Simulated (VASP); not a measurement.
Write the native input for VASP 6.6.1 that does the following.

- Task: single point
- Functional: LDA
- Potentials or basis: VASP PAW LDA potentials, release 64 (Al, Cu)
- Cutoff: 520 eV
- k mesh: 12 × 12 × 8
- Occupations: gaussian, width 0.15 eV
- Spin: no spin polarisation
- Dipole correction: no
- Further INCAR settings: ALGO = Fast; EDIFF = 1e-07; NBANDS = 24

The structure of Al3Cu2 lies in POSCAR:

```
Al3Cu2
1.0
    4.1976658029      0.0000000000      0.0000000000
   -2.0988329014      3.6352852219      0.0000000000
    0.0000000000      0.0000000000      4.5863396035
Al Cu
3 2
Direct
    0.0000000000      0.0000000000      0.0000000000
    0.3639243918      0.6666666667      0.3508928116
    0.6360756082      0.3333333333      0.6491071884
    0.2825408191      0.6666666667      0.8415870660
    0.7174591809      0.3333333333      0.1584129340
```

This cell differs from its parent crystal: atoms displaced along a vibrational mode, the cell strained.

The input as run:

INCAR

```
ALGO = Fast ; EDIFF = 1E-7
ENCUT = 520 ; GGA = CA
ISIF = 2 ; ISMEAR = 0
LASPH = T ; LCHARG = T
LELF = T ; LREAL = F
LVHAR = T ; LWAVE = F
NBANDS = 24 ; NELM = 60
PREC = Accurate ; SIGMA = 0.15
```

KPOINTS

```
k-points
0
Gamma
  12 12 8
```

Potentials or basis: VASP PAW LDA potentials, release 64 (Al, Cu).

The run is started by

```sh
$ cat potpaw_LDA.64/Al/POTCAR potpaw_LDA.64/Cu/POTCAR > POTCAR
$ mpirun -np 1 vasp_std > vasp.out
```

It gave:

The pressure is 5.0 GPa, the largest force is 0.471 eV/Å and the band gap on the k mesh is zero (an odd number of electrons rules out a gap without spin polarisation).

Caveat: the cell differs from its parent crystal (atoms displaced along a vibrational mode, the cell strained); the stress differs along the axes, from -4 to 18 GPa.

Run time: 32 min on 1 thread of Intel Xeon 8259CL (shared host), peak memory 0.81 GiB.
